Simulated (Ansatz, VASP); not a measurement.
## One calculation of ZnS, two programs

File INCAR:

```
AGGAC    = 1.0          
AGGAX    = 1.0          
ALDAC    = 0.0          
ALDAX    = 1.0          
ALGO     = Normal         # electronic algorithm
EDIFF    = 1E-6           # SCF threshold, eV
EDIFFG   = -0.01          # ionic threshold
ENCUT    = 600            # plane-wave cutoff, eV
GGA      = B5             # functional
IBRION   = 2              # ionic algorithm
ISIF     = 3              # what is computed and relaxed
ISMEAR   = -1             # smearing method
IVDW     = 12             # dispersion correction
LASPH    = T              # aspherical terms in the spheres
LCHARG   = F              # write CHGCAR
LREAL    = F              # projectors in reciprocal space
LWAVE    = F              # write WAVECAR
NELM     = 100            # most SCF steps
NSW      = 60             # ionic steps
PREC     = Accurate       # precision mode
SIGMA    = 0.05           # smearing width, eV
VDW_A1   = 0.4298       
VDW_A2   = 4.2359       
VDW_S6   = 1.0          
VDW_S8   = 2.6996
```

Contents of KPOINTS:

```
k-points
0
Gamma
  9 9 9
```

File POSCAR:

```
ZnS
1.0
    0.0000000000      2.7020000000      2.7020000000
    2.7020000000      0.0000000000      2.7020000000
    2.7020000000      2.7020000000      0.0000000000
Zn S
1 1
Direct
    0.7500000000      0.7500000000      0.7500000000
    0.0000000000      0.0000000000      0.0000000000
```

Contents of input.yaml:

```yaml
crystal:
  lattice:
    - [0.0, 2.702, 2.702]
    - [2.702, 0.0, 2.702]
    - [2.702, 2.702, 0.0]
  atoms:
    - { symbol: Zn, position: [0.75, 0.75, 0.75] }
    - { symbol: S, position: [0.0, 0.0, 0.0] }
hamiltonian:
  xc: blyp
  pseudopotentials: { kind: paw }
  dispersion: d3bj
kpoints:
  mp_grid: { grid: [9, 9, 9] }
scf:
  occupations: { method: fermi_dirac, width: 0.05 }
output:
  forces: true
  stress: true
relax:
  f_tol: 0.01
  max_steps: 40
  cell: { stress_tol: 0.05 }
```

Alike in both runs: task relaxation of cell and atoms; functional BLYP; dispersion D3(BJ); k mesh 9 × 9 × 9; occupations fermi-dirac, width 0.05 eV; no spin polarisation.

```csv
,VASP,Ansatz
version,VASP 6.6.1,Ansatz 0.2.0
potentials or method,"VASP PAW PBE potentials, release 64 (Zn, S)",Ansatz PAW
plane-wave cutoff (eV),600,420
valence electrons in the cell,18,18
```

```tsv
	VASP	Ansatz	Ansatz less VASP
relaxed volume (Å³/atom)	19.55	19.51	-0.037
relaxed cell length with the largest relative difference (Å)	3.810	3.807	-0.0024
```

VASP's potentials were made for PBE, not for BLYP.

Noted on Ansatz's run: odd divisions of the mesh miss points on the zone boundary, where band edges often lie, so the gap on the mesh can be too wide; the plane-wave basis is chosen anew once the cell has moved, so the energies of steps on either side of that aren't comparable.
